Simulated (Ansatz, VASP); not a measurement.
## Rb in VASP and in Ansatz

File INCAR:

```
ALGO     = Normal         # electronic algorithm
EDIFF    = 1E-6           # SCF threshold, eV
ENCUT    = 520            # plane-wave cutoff, eV
GGA      = RE             # functional
ISIF     = 2              # what is computed and relaxed
ISMEAR   = -1             # smearing method
LASPH    = T              # aspherical terms in the spheres
LCHARG   = F              # write CHGCAR
LREAL    = F              # projectors in reciprocal space
LWAVE    = F              # write WAVECAR
NBANDS   = 16             # bands
NELM     = 60             # most SCF steps
PREC     = Accurate       # precision mode
SIGMA    = 0.1            # smearing width, eV
```

KPOINTS

```
k-points
0
Gamma
  8 8 4
```

POSCAR

```
Rb
1.0
    5.3841197185      0.0000000000      0.0000000000
   -2.6920598593      4.6627844533      0.0000000000
    0.0000000000      0.0000000000      8.8790386432
Rb
2
Direct
    0.3333333333      0.6666666667      0.2500000000
    0.6666666667      0.3333333333      0.7500000000
```

Input for Ansatz:

```yaml
crystal:
  lattice:
    - [5.3841197185, 0.0, 0.0]
    - [-2.6920598593, 4.6627844533, 0.0]
    - [0.0, 0.0, 8.8790386432]
  atoms:
    - { symbol: Rb, position: [0.3333333333, 0.6666666667, 0.25] }
    - { symbol: Rb, position: [0.6666666667, 0.3333333333, 0.75] }
hamiltonian:
  xc: revpbe
  pseudopotentials:
    kind: paw
    azcp:
      Rb: "pseudopotentials/Rb.paw.azcp"
basis:
  ecutwfc: 420
  fft_grid_basis: typed
kpoints:
  mp_grid: { grid: [8, 8, 4], shift: [0, 0, 0] }
magnetization:
  spin_polarized: false
scf:
  occupations: { method: fermi_dirac, width: 0.1 }
  lower_state_search: "off"
output:
  stress: true
```

Alike in both runs: task single point; functional revPBE; k mesh 8 × 8 × 4; occupations fermi-dirac, width 0.1 eV; no spin polarisation.

|  | VASP | Ansatz |
| --- | --- | --- |
| version | VASP 6.6.1 | Ansatz 0.2.0 |
| potentials or method | VASP PAW PBE potentials, release 64 (Rb_sv), cutoff 520 eV | plane waves (420 eV) with PAW, scalar-relativistic |
| valence electrons in the cell | 18 | 18 |

```tsv
	VASP	Ansatz	Ansatz less VASP
pressure (GPa)	-0.2	-0.2	0.00
```

VASP's potentials were made for PBE, not for revPBE. With one functional, cell and mesh, what is left measures potentials, basis and numerics.
